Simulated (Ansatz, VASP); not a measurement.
Two plane-wave programs on Ti

```
CELL_PARAMETERS angstrom
2.99877 0.00000 0.00000
-1.49938 2.59701 0.00000
0.00000 0.00000 4.74484
ATOMIC_POSITIONS crystal
Ti 0.33333 0.66667 0.25000
Ti 0.66667 0.33333 0.75000
```

Alike in both runs: task single point; functional revPBE; k mesh 20 × 20 × 11; occupations fermi-dirac, width 0.05 eV; collinear spin.

```csv
,VASP,Ansatz
version,VASP 6.6.1,Ansatz 0.2.0
potentials or method,"VASP PAW PBE potentials, release 64 (Ti_sv), cutoff 520 eV","plane waves (420 eV) with PAW, scalar-relativistic"
valence electrons in the cell,24,24
```

VASP gave:

```
pressure (GPa)           : -4.1
net moment per atom (μB) : 0.00
```

**Question.** What did Ansatz give for the same quantities?

**Answer.** Pressure (GPa): -3.9; net moment per atom (μB): 0.00.

VASP's potentials were made for PBE, not for revPBE. Ansatz's warnings: seeded moment not kept.
